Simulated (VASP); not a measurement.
**Pd: relaxation of cell and atoms with LDA**

Pd:

```
Pd
1.0
     2.48338    0.00000    0.00000
     0.00000    2.48338    0.00000
     0.00000    0.00000    2.48338
Pd
1
Cartesian
  0.0000 0.0000 0.0000
```

| Property | Result |
| --- | --- |
| Program | VASP 6.6.1 |
| Task | relaxation of cell and atoms |
| Functional | LDA |
| Potentials or basis | VASP PAW LDA potentials, release 64 (Pd) |
| Cutoff | 600 eV |
| k mesh | 15 × 15 × 15 |
| Occupations | fermi-dirac, width 0.1 eV |
| Spin | no spin polarisation |
| Dipole correction | no |
| Further INCAR settings | ALGO = Normal; EDIFF = 1e-06; IBRION = 2; EDIFFG = -0.005; NSW = 60; ISIF = 3 |

```
Relaxed volume                         : 16.38 Å³/atom
Relaxed cell                           : a = 2.539 Å, b = 2.539 Å, c = 2.539 Å, α = 90.00°, β = 90.00°, γ = 90.00°
Space group after relaxing (to 0.05 Å) : Pm-3m (No. 221)
Energy gained by relaxing              : 40.6 meV/atom
Ionic steps                            : 4
Pressure after relaxing                : 0.0 GPa
Band gap on the k mesh                 : zero (band 5 reaches 9.49 eV, above the bottom of band 6 at 7.41 eV)
```

Step by step:
| step | energy change (eV) | largest force (eV/Å) | pressure (GPa) | volume (Å³) |
| --- | --- | --- | --- | --- |
| 1 | 0.0000 | 0.0000 | 13.23 | 15.32 |
| 2 | 0.0518 | 0.0000 | -13.68 | 18.29 |
| 3 | -0.0406 | 0.0000 | -0.35 | 16.41 |
| 4 | -0.0406 | 0.0000 | -0.03 | 16.38 |

Final structure:
```xyz
1
Lattice="2.5394 0.0000 0.0000 0.0000 2.5394 0.0000 0.0000 0.0000 2.5394" Properties=species:S:1:pos:R:3 pbc="T T T"
Pd    0.0000    0.0000    0.0000
```

Levels at points of the mesh, in eV from the Fermi level:
| k point | band 3 | band 4 | band 5 | band 6 | band 7 | band 8 |
| --- | --- | --- | --- | --- | --- | --- |
| (0.00, 0.00, 0.00) | -5.13 | 0.04 | 0.04 | 0.04 | 16.91 | 16.91 |

It took 19 s on 1 thread of Intel(R) Xeon(R) Platinum 8488C (Sapphire Rapids), with other jobs on the host, peak memory 0.14 GiB.
